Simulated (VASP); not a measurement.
The system is KI.

```
K I
1.0
     4.29109    0.00000    0.00000
     0.00000    4.29109    0.00000
     0.00000    0.00000    4.29109
K I
1 1
Cartesian
  0.0000 0.0000 0.0000
  2.1455 2.1455 2.1455
```

Base run:

```yaml
Program: VASP 6.6.1
Functional: r2SCAN
Potentials_or_basis: VASP PAW PBE potentials, release 64 (K_sv, I)
Cutoff: 520 eV
k_mesh: 4 × 4 × 4
Occupations: gaussian, width 0.01 eV
Spin: no spin polarisation
```

Its results: band gap on the k mesh 4.04 eV (least direct gap 4.41 eV); pressure 0.1 GPa.

Problem. After a change of settings the same cell gave: band gap on the k mesh 4.25 eV (least direct gap 4.64 eV); pressure 0.3 GPa. Which change was it?
A. functional from r2SCAN to PBE-based screened hybrid with 30 % exact exchange
B. dispersion from none to D4
C. functional from r2SCAN to PBE-based screened hybrid with 10 % exact exchange
D. occupations from gaussian, width 0.01 eV to gaussian, width 0.001 eV

Solution. A.

Caveats: the PAW data sets were made with another functional, which shifts forces and pressure a little; spin-orbit coupling is left out, which moves the levels of the heavy elements.
